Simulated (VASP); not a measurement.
# Sn2Bi (I4/mcm) in VASP: a series of runs, part 2 of 2

VASP 6.6.1. The steps go on from the part before.

### 3 Single point, r2SCAN

Contents of POSCAR:

```
Sn2Bi
1.0
   -3.5269970000      3.5269970000      3.1427760000
    3.5269970000     -3.5269970000      3.1427760000
    3.5269970000      3.5269970000     -3.1427760000
Sn Bi
4 2
Direct
    0.6650000000      0.1650000000      0.8300000000
    0.1650000000      0.3350000000      0.5000000000
    0.3350000000      0.8350000000      0.1700000000
    0.8350000000      0.6650000000      0.5000000000
    0.2500000000      0.2500000000      0.0000000000
    0.7500000000      0.7500000000      0.0000000000
```

Contents of INCAR.step1:

```
PREC = Accurate
ENCUT = 520
ISMEAR = -1
SIGMA = 0.1
LREAL = False
LASPH = True
NELM = 80
NBANDS = 52
GGA = PE
ALGO = Normal
EDIFF = 1E-4
LWAVE = True
LCHARG = False
```

Contents of INCAR.step2:

```
PREC = Accurate
ENCUT = 520
EDIFF = 1E-7
ISMEAR = -1
SIGMA = 0.1
LREAL = False
LASPH = True
NELM = 80
ALGO = Normal
ISIF = 2
LWAVE = False
LCHARG = False
METAGGA = R2SCAN
LMIXTAU = True
NBANDS = 52
ISTART = 1
```

Contents of KPOINTS:

```
regular mesh
0
Gamma
  4 4 4
```

Potentials or basis: VASP PAW PBE potentials, release 64 (Sn_d, Bi_d).

Run with:

```
$ cat potpaw_PBE.64/Sn_d/POTCAR potpaw_PBE.64/Bi_d/POTCAR > POTCAR
$ cp INCAR.step1 INCAR
$ mpirun -np 1 vasp_std > vasp.out
$ cp INCAR.step2 INCAR
$ mpirun -np 1 vasp_std > vasp.out
```

OUTCAR:

```text
PREC = Accurate
   ENCUT = 520
   EDIFF = 1E-7
   ISMEAR = -1
   LREAL = False
   LASPH = True
   NELM = 80
   ISIF = 2
   METAGGA = R2SCAN
   ISTART = 1

 ion  position               nearest neighbor table
   1  0.665  0.165  0.830-   5 3.07   6 3.07   5 3.07   6 3.07   3 3.29   3 3.57   3 3.57   2 3.73
                             4 3.73   4 3.73   2 3.73
   2  0.165  0.335  0.500-   6 3.07   5 3.07   5 3.07   6 3.07   4 3.29   4 3.57   4 3.57   3 3.73
                             1 3.73   3 3.73   1 3.73
   3  0.335  0.835  0.170-   5 3.07   6 3.07   5 3.07   6 3.07   1 3.29   1 3.57   1 3.57   2 3.73
                             4 3.73   4 3.73   2 3.73
   4  0.835  0.665  0.500-   5 3.07   6 3.07   6 3.07   5 3.07   2 3.29   2 3.57   2 3.57   1 3.73
                             1 3.73   3 3.73   3 3.73
   5  0.250  0.250  0.000-   4 3.07   2 3.07   2 3.07   4 3.07   3 3.07   1 3.07   3 3.07   1 3.07
                             6 3.14   6 3.14
   6  0.750  0.750  0.000-   2 3.07   4 3.07   4 3.07   2 3.07   3 3.07   1 3.07   1 3.07   3 3.07
                             5 3.14   5 3.14

  LATTYP: Found a body centered tetragonal cell.
 ALAT       =     7.0539940000
 C/A-ratio  =     0.8910628504

  Lattice vectors:

 A1 = (  -3.5269970000,   3.5269970000,   3.1427760000)
[... 181 lines left out ...]

 k-point     1 :       0.0000    0.0000    0.0000
  band No.  band energies     occupation
      1     -14.9834      2.00000
      2     -14.8421      2.00000
      3     -14.8421      2.00000
      4     -14.6820      2.00000
      5     -14.6755      2.00000
      6     -14.6689      2.00000
[... 704 lines left out ...]
     51      13.0440      0.00000
     52      13.6021      0.00000

------------------------ aborting loop because EDIFF is reached ----------------------------------------

  FORCE on cell =-STRESS in cart. coord.  units (eV):
  Direction    XX          YY          ZZ          XY          YZ          ZX
  --------------------------------------------------------------------------------------
  -------------------------------------------------------------------------------------
  Total       13.8004887     13.8004887     13.7317392      0.0000000      0.0000000      0.0000000
  in kB      141.3908963    141.3908963    140.6865340      0.0000000      0.0000000      0.0000000
  external PRESSURE =     141.1561089 kB  Pullay stress =       0.0000000 kB

 VOLUME and BASIS-vectors are now :
 -----------------------------------------------------------------------------
  energy-cutoff  :      520.00
  volume of cell :      156.38
      direct lattice vectors                 reciprocal lattice vectors
    -3.526997000  3.526997000  3.142776000     0.000000000  0.141763659  0.159095017
     3.526997000 -3.526997000  3.142776000     0.141763659  0.000000000  0.159095017
     3.526997000  3.526997000 -3.142776000     0.141763659  0.141763659  0.000000000

 POSITION                                       TOTAL-FORCE (eV/Angst)
 -----------------------------------------------------------------------------------
      1.16391      4.69091      0.00000        -0.737771     -0.737771     -0.000000
      2.36309      1.16391     -0.00000         0.737771     -0.737771      0.000000
      2.36309     -1.16391      3.14278         0.737771      0.737771      0.000000
      1.16391      2.36309      3.14278        -0.737771      0.737771      0.000000
      0.00000      0.00000      1.57139        -0.000000      0.000000     -0.000000
      0.00000      0.00000      4.71416        -0.000000      0.000000     -0.000000
 -----------------------------------------------------------------------------------
    total drift:                               -0.000000      0.000000     -0.000000

  FREE ENERGIE OF THE ION-ELECTRON SYSTEM (eV)
  ---------------------------------------------------
  free  energy   TOTEN  =      -212.5082773331 eV

  energy  without entropy=     -212.3845414083  energy(sigma->0) =     -212.44640937
```

OUTCAR.step1:

```text
PREC = Accurate
   ENCUT = 520
   ISMEAR = -1
   LREAL = False
   LASPH = True
   NELM = 80
[... 945 lines left out ...]
      1.16391      2.36309      3.14278        -0.736447      0.736447      0.000000
      0.00000      0.00000      1.57139        -0.000000      0.000000      0.000000
      0.00000      0.00000      4.71416        -0.000000      0.000000      0.000000
 -----------------------------------------------------------------------------------
    total drift:                               -0.000000      0.000000     -0.000000

  FREE ENERGIE OF THE ION-ELECTRON SYSTEM (eV)
  ---------------------------------------------------
  free  energy   TOTEN  =       -20.4644102455 eV

  energy  without entropy=      -20.3413279714  energy(sigma->0) =      -20.40286911
```

OSZICAR.step1:

```text
N       E                     dE             d eps       ncg     rms          rms(c)
DAV:   1     0.103932008230E+04    0.10393E+04   -0.43040E+04  1388   0.255E+03
DAV:   2     0.146425427538E+03   -0.89289E+03   -0.87999E+03  1352   0.679E+02
DAV:   3    -0.102222721406E+02   -0.15665E+03   -0.15384E+03  1464   0.246E+02
DAV:   4    -0.201753102835E+02   -0.99530E+01   -0.98003E+01  1560   0.645E+01
DAV:   5    -0.205369552274E+02   -0.36164E+00   -0.36002E+00  1736   0.116E+01    0.306E+00
DAV:   6    -0.204896541561E+02    0.47301E-01   -0.17886E-01  1952   0.283E+00    0.169E+00
DAV:   7    -0.204648755315E+02    0.24779E-01   -0.51108E-02  1744   0.195E+00    0.221E-01
DAV:   8    -0.204643771561E+02    0.49838E-03   -0.66284E-03  1588   0.757E-01    0.398E-02
DAV:   9    -0.204644102455E+02   -0.33089E-04   -0.27771E-04  1124   0.153E-01
   1 F= -.20464410E+02 E0= -.20402869E+02  d E =-.123082E+00
```

Run time: 4.3 min. Hardware: 1 thread of Intel Xeon 6975P-C (Granite Rapids), shared host; peak memory 0.4 GiB.

What came out:

```
Free energy            : -212.5083 eV
Pressure               : 14.1 GPa
Largest force          : 1.043 eV/Å
Band gap on the k mesh : zero (bands 43 and 44 overlap by 0.95 eV)
```

Forces in eV/Å, atoms in the order of the input:
```
Sn  -0.738 -0.738  0.000
Sn   0.738 -0.738  0.000
Sn   0.738  0.738  0.000
Sn  -0.738  0.738  0.000
Bi   0.000  0.000  0.000
Bi   0.000  0.000  0.000
```

Caveat: the cell stands under pressure; the PAW data sets were made with another functional, which shifts forces and pressure a little; spin-orbit coupling is left out, which moves the levels of the heavy elements.

### 4 Single point, r2SCAN+D3(BJ)

POSCAR is that of step 3.

Contents of INCAR.step1:

```
SYSTEM = Sn2Bi
ALGO = Normal ; EDIFF = 1E-4
ENCUT = 520 ; GGA = PE
ISMEAR = -1 ; LASPH = .True.
LCHARG = .False. ; LREAL = .False.
LWAVE = .True. ; NBANDS = 52
NELM = 60 ; PREC = Accurate
SIGMA = 0.1
```

Contents of INCAR.step2:

```
SYSTEM = Sn2Bi
ALGO = Normal ; EDIFF = 1E-6
ENCUT = 520 ; ISIF = 2
ISMEAR = -1 ; ISTART = 1
IVDW = 12 ; LASPH = .True.
LCHARG = .False. ; LMIXTAU = .True.
LREAL = .False. ; LWAVE = .False.
METAGGA = R2SCAN ; NBANDS = 52
NELM = 60 ; PREC = Accurate
SIGMA = 0.1 ; VDW_A1 = 0.49484001
VDW_A2 = 5.73083694 ; VDW_S6 = 1.0
VDW_S8 = 0.78981345
```

Contents of KPOINTS:

```
k-points
0
Gamma
  4 4 4
  0 0 0
```

Run with:

```
$ cat potpaw_PBE.64/Sn_d/POTCAR potpaw_PBE.64/Bi_d/POTCAR > POTCAR
$ cp INCAR.step1 INCAR
$ mpirun -np 1 vasp_std > vasp.out
$ cp INCAR.step2 INCAR
$ mpirun -np 1 vasp_std > vasp.out
```

Wall time 3.5 min (1 thread of Intel Xeon 6975P-C (Granite Rapids), shared host); peak memory 0.39 GiB.

It converged, with:

| Item | Value |
| --- | --- |
| Free energy | -213.8335 eV |
| Pressure | 12.7 GPa |
| Largest force | 1.043 eV/Å |
| Band gap on the k mesh | zero (bands 43 and 44 overlap by 0.95 eV) |
| Dispersion energy per atom | -0.221 eV |

Forces on the atoms (eV/Å):
```
Sn  -0.737 -0.737  0.000
Sn   0.737 -0.737  0.000
Sn   0.737  0.737  0.000
Sn  -0.737  0.737  0.000
Bi   0.000  0.000  0.000
Bi   0.000  0.000  0.000
```

Levels at points of the mesh, in eV from the Fermi level:
```
           k point  band 40  band 41  band 42  band 43  band 44  band 45  band 46  band 47
(0.00, 0.00, 0.00)    -4.35    -4.35    -2.96    -1.09     0.55     1.60     1.99     1.99
(0.50, 0.00, 0.00)    -3.31    -0.71    -0.71    -0.29    -0.29     0.86     0.86     1.96
(0.50, 0.50, 0.00)    -2.86    -0.84    -0.43     0.17     0.28     0.50     1.15     1.93
(0.50, 0.50, 0.50)    -1.49    -1.49    -1.20    -1.20    -0.24     2.69     2.70     3.06
```

Caveat: three body term missing; the cell stands under pressure; the PAW data sets were made with another functional, which shifts forces and pressure a little; spin-orbit coupling is left out, which moves the levels of the heavy elements.

### 5 Single point, r2SCAN

POSCAR is that of step 4.

Contents of INCAR.step1:

```
SYSTEM = Sn2Bi
ALGO = Normal ; EDIFF = 1E-4
ENCUT = 520 ; GGA = PE
ISMEAR = 1 ; LASPH = .True.
LCHARG = .False. ; LREAL = .False.
LWAVE = .True. ; NBANDS = 52
NELM = 100 ; PREC = Accurate
SIGMA = 0.1
```

Contents of INCAR.step2:

```
SYSTEM = Sn2Bi
ALGO = Normal ; EDIFF = 1E-6
ENCUT = 520 ; ISIF = 2
ISMEAR = 1 ; ISTART = 1
LASPH = .True. ; LCHARG = .False.
LMIXTAU = .True. ; LREAL = .False.
LWAVE = .False. ; METAGGA = R2SCAN
NBANDS = 52 ; NELM = 100
PREC = Accurate ; SIGMA = 0.1
```

KPOINTS is that of step 4.

Run with:

```
$ cat potpaw_PBE.64/Sn_d/POTCAR potpaw_PBE.64/Bi_d/POTCAR > POTCAR
$ cp INCAR.step1 INCAR
$ mpirun -np 1 vasp_std > vasp.out
$ cp INCAR.step2 INCAR
$ mpirun -np 1 vasp_std > vasp.out
```

Run time: 3.9 min. Hardware: 1 thread of Intel Xeon 6975P-C (Granite Rapids), shared host; peak memory 0.39 GiB.

It converged, with:

- Free energy: -212.4366 eV
- Pressure: 14.0 GPa
- Largest force: 1.066 eV/Å
- Band gap on the k mesh: zero (bands 43 and 44 overlap by 0.94 eV)

Forces on the atoms (eV/Å):
```
Sn  -0.754 -0.754  0.000
Sn   0.754 -0.754  0.000
Sn   0.754  0.754  0.000
Sn  -0.754  0.754  0.000
Bi   0.000  0.000  0.000
Bi   0.000  0.000  0.000
```

Stress tensor (GPa, compression positive):
```
14.19  0.00  0.00
 0.00 14.19  0.00
 0.00  0.00 13.76
```

Levels at points of the mesh, in eV from the Fermi level:
| k point | band 40 | band 41 | band 42 | band 43 | band 44 | band 45 | band 46 | band 47 |
| --- | --- | --- | --- | --- | --- | --- | --- | --- |
| (0.00, 0.00, 0.00) | -4.36 | -4.36 | -2.96 | -1.09 | 0.55 | 1.59 | 1.99 | 1.99 |
| (0.50, 0.00, 0.00) | -3.32 | -0.72 | -0.72 | -0.30 | -0.30 | 0.86 | 0.86 | 1.95 |
| (0.50, 0.50, 0.00) | -2.86 | -0.85 | -0.43 | 0.17 | 0.27 | 0.49 | 1.15 | 1.93 |
| (0.50, 0.50, 0.50) | -1.50 | -1.50 | -1.20 | -1.20 | -0.24 | 2.68 | 2.69 | 3.05 |

Caveat: the cell stands under pressure; the PAW data sets were made with another functional, which shifts forces and pressure a little; spin-orbit coupling is left out, which moves the levels of the heavy elements.

### 6 The runs side by side

| level | smearing | gap on the mesh (eV) | pressure (GPa) | largest force (eV/Å) |
| --- | --- | --- | --- | --- |
| r2SCAN | fermi-dirac 0.1 eV | none | 14.1 | 1.04 |
| r2SCAN+D3(BJ) | fermi-dirac 0.1 eV | none | 12.7 | 1.04 |
| r2SCAN | methfessel-paxton 0.1 eV | none | 14.0 | 1.07 |

Alike in all rows: task single point; potentials or basis VASP PAW PBE potentials, release 64 (Sn_d, Bi_d); no spin polarisation; cell as given; k mesh 4 × 4 × 4; cutoff (eV) 520.

The pressure there spans 12.7 GPa (r2SCAN+D3(BJ)) to 14.1 GPa (r2SCAN); a positive pressure means that this level wants a larger cell, a negative one a smaller.

Caveats: the cell stands under pressure; the PAW data sets were made with another functional, which shifts forces and pressure a little; spin-orbit coupling is left out, which moves the levels of the heavy elements; three body term missing (at least some runs).

Absolute energies hang on the potentials; compare differences alone.
